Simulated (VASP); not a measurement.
**BP: phonons with r2SCAN**

BP:

```
B P
1.0
     2.26826    2.26826    0.00000
    -2.26826    2.26826    0.00000
     0.00000    2.26826    2.26826
B P
1 1
Cartesian
  0.0000 0.0000 0.0000
  1.1341 3.4024 1.1341
```

```yaml
Program: VASP 6.6.1
Task: phonons
Functional: r2SCAN
Potentials_or_basis: VASP PAW PBE potentials, release 64 (B, P)
Cutoff: 520 eV
k_mesh: 8 × 8 × 8
Occupations: gaussian, width 0.01 eV
Spin: no spin polarisation
Dipole_correction: no
Further_INCAR_settings: ALGO = Normal; EDIFF = 1e-08; IBRION = 6; POTIM = 0.015; NSW = 1
```

| Property | Result |
| --- | --- |
| Highest phonon frequency at Γ, LO-TO splitting left out | 818 cm⁻¹ |

Phonon frequencies in cm⁻¹ (negative: imaginary):
| q point | frequencies |
| --- | --- |
| (0.000, 0.000, 0.000) | 0 0 0 818 818 818 |

Wall time 93 s on 1 thread of Intel(R) Xeon(R) 6975P-C (Granite Rapids), with other jobs on the host, peak memory 0.16 GiB.
